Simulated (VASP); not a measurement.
A run of VASP 6.6.1 is set up as follows.

The input INCAR:

```
SYSTEM = Ir
PREC = Accurate
ENCUT = 500
EDIFF = 1E-6
ISMEAR = 0
SIGMA = 0.15
LREAL = .FALSE.
LASPH = .TRUE.
NELM = 120
ALGO = Normal
ISIF = 2
LWAVE = .FALSE.
LCHARG = .TRUE.
GGA = PS
LELF = .TRUE.
LVHAR = .TRUE.
NBANDS = 24
GGA_COMPAT = .FALSE.
```

File KPOINTS:

```
regular mesh
0
G
  18 18 12
  0 0 0
```

Contents of POSCAR:

```
Ir
1.0
    2.6688365577      0.0000000000      0.0000000000
   -1.3344182789      2.3112802576      0.0000000000
    0.0000000000      0.0000000000      4.3953556500
Ir
2
Direct
    0.6666666667      0.3333333333      0.7500000000
    0.3333333333      0.6666666667      0.2500000000
```

Potentials or basis: VASP PAW PBE potentials, release 64 (Ir_sv_GW).

Command:

```sh
$ cat potpaw_PBE.64/Ir_sv_GW/POTCAR > POTCAR
$ mpirun -np 1 vasp_std > vasp.out
```

(1) Estimate the band gap on the k mesh.

(2) Estimate the pressure.

## Answers

(1) zero (band 17 reaches 14.87 eV, above the bottom of band 18 at 11.17 eV).

(2) 13.8 GPa.

Caveat: the cell differs from its parent crystal (strain -0.030 along x and y, -0.015 along z); the PAW data sets were made with another functional, which shifts forces and pressure a little; spin-orbit coupling is left out, which moves the levels of the heavy elements.
